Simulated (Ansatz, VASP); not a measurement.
**One calculation of Ni, two programs**

```xyz
2
Lattice="2.4918 0.0000 0.0000 0.0000 2.4918 0.0000 0.0000 0.0000 3.5239" Properties=species:S:1:pos:R:3 pbc="T T T"
Ni    0.0000    0.0000    0.0000
Ni    1.2459    1.2459    1.7619
```

Alike in both runs: task relaxation of cell and atoms; functional BLYP; k mesh 13 × 13 × 9; occupations fermi-dirac, width 0.05 eV; collinear spin.

```csv
,VASP,Ansatz
version,VASP 6.6.1,Ansatz 0.2.0
potentials or method,"VASP PAW PBE potentials, release 64 (Ni), cutoff 600 eV","plane waves (420 eV) with PAW, scalar-relativistic"
valence electrons in the cell,20,36
```

|  | VASP | Ansatz | Ansatz less VASP |
| --- | --- | --- | --- |
| net moment per atom (μB) | 0.00 | 0.00 | 0.000 |
| size of the moment on the site where the two differ most (μB) | 0.11 | 0.12 | +0.011 |
| relaxed volume (Å³/atom) | 11.39 | 11.38 | -0.009 |
| relaxed cell length with the largest relative difference (Å) | 2.525 | 2.525 | -0.0008 |

VASP's potentials were made for PBE, not for BLYP. Site moments also hang on the region over which each program counts them. VASP's potentials hold 20 valence electrons a cell and Ansatz's 36, so a difference there can come from the potentials and not from the codes. Ansatz's warnings: seeded moment not kept.
